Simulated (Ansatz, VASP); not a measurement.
# BN in VASP and in Ansatz

The input POSCAR:

```
BN
1.0
    3.6260020000      0.0000000000      0.0000000000
    0.0000000000     -3.6260020000      0.0000000000
    0.0000000000      0.0000000000     -3.6260020000
B N
4 4
Direct
    0.0000000000      0.5000000000      0.5000000000
    0.5000000000      0.0000000000      0.5000000000
    0.5000000000      0.5000000000      0.0000000000
    0.0000000000      0.0000000000      0.0000000000
    0.7500000000      0.7500000000      0.7155267703
    0.2500000000      0.2500000000      0.7500000000
    0.2500000000      0.7500000000      0.2500000000
    0.7500000000      0.2500000000      0.2500000000
```

File INCAR.step1:

```
SYSTEM = BN
ALGO = Normal ; EDIFF = 1E-4
ENCUT = 520 ; GGA = PE
ISMEAR = 0 ; LASPH = .TRUE.
LCHARG = .FALSE. ; LREAL = .FALSE.
LWAVE = .TRUE. ; NBANDS = 26
NELM = 100 ; PREC = Accurate
SIGMA = 0.05
```

File INCAR.step2:

```
SYSTEM = BN
ALGO = Normal ; EDIFF = 1E-6
ENCUT = 520 ; ISIF = 2
ISMEAR = 0 ; ISTART = 1
LASPH = .TRUE. ; LCHARG = .TRUE.
LELF = .TRUE. ; LMIXTAU = .TRUE.
LREAL = .FALSE. ; LVHAR = .TRUE.
LWAVE = .FALSE. ; METAGGA = R2SCAN
NBANDS = 26 ; NELM = 100
PREC = Accurate ; SIGMA = 0.05
```

KPOINTS

```
k-points
0
G
  6 6 6
  0 0 0
```

Input for Ansatz:

```yaml
crystal:
  lattice:
    - [3.626002, 0.0, 0.0]
    - [0.0, -3.626002, 0.0]
    - [0.0, 0.0, -3.626002]
  atoms:
    - { symbol: B, position: [0.0, 0.5, 0.5] }
    - { symbol: B, position: [0.5, 0.0, 0.5] }
    - { symbol: B, position: [0.5, 0.5, 0.0] }
    - { symbol: B, position: [0.0, 0.0, 0.0] }
    - { symbol: "N", position: [0.75, 0.75, 0.7155267703] }
    - { symbol: "N", position: [0.25, 0.25, 0.75] }
    - { symbol: "N", position: [0.25, 0.75, 0.25] }
    - { symbol: "N", position: [0.75, 0.25, 0.25] }
basis:
  ecutwfc: 500
kpoints:
  mp_grid: { grid: [6, 6, 6] }
hamiltonian:
  xc: r2scan
scf:
  occupations: { method: gaussian, width: 0.05 }
output:
  forces: true
  stress: true
  eigenvalues: true
```

Alike in both runs: task single point; functional r2SCAN; k mesh 6 × 6 × 6; occupations gaussian, width 0.05 eV; no spin polarisation.

|  | VASP | Ansatz |
| --- | --- | --- |
| version | VASP 6.6.1 | Ansatz 0.2.0 |
| potentials or method | VASP PAW PBE potentials, release 64 (B, N), cutoff 520 eV | scalar-relativistic, plane waves, PAW |
| valence electrons in the cell | 32 | 32 |

Ansatz gave:

```
gap on the k mesh at the Fermi level (eV)                     : 4.65
least direct gap on the mesh (eV)                             : 4.65
pressure (GPa)                                                : -3.7
traceless stress, the component that is largest in VASP (GPa) : -0.87
rms of the force components (eV/Å)                            : 0.994
```

Which values does VASP return?

gap on the k mesh at the Fermi level (eV): 4.63; least direct gap on the mesh (eV): 4.63; pressure (GPa): -2.7; traceless stress, the component that is largest in VASP (GPa): -0.88; rms of the force components (eV/Å): 0.998.

VASP's potentials were made for PBE, not for r2SCAN. Atom by atom the forces differ by 0.005 eV/Å (rms over components).
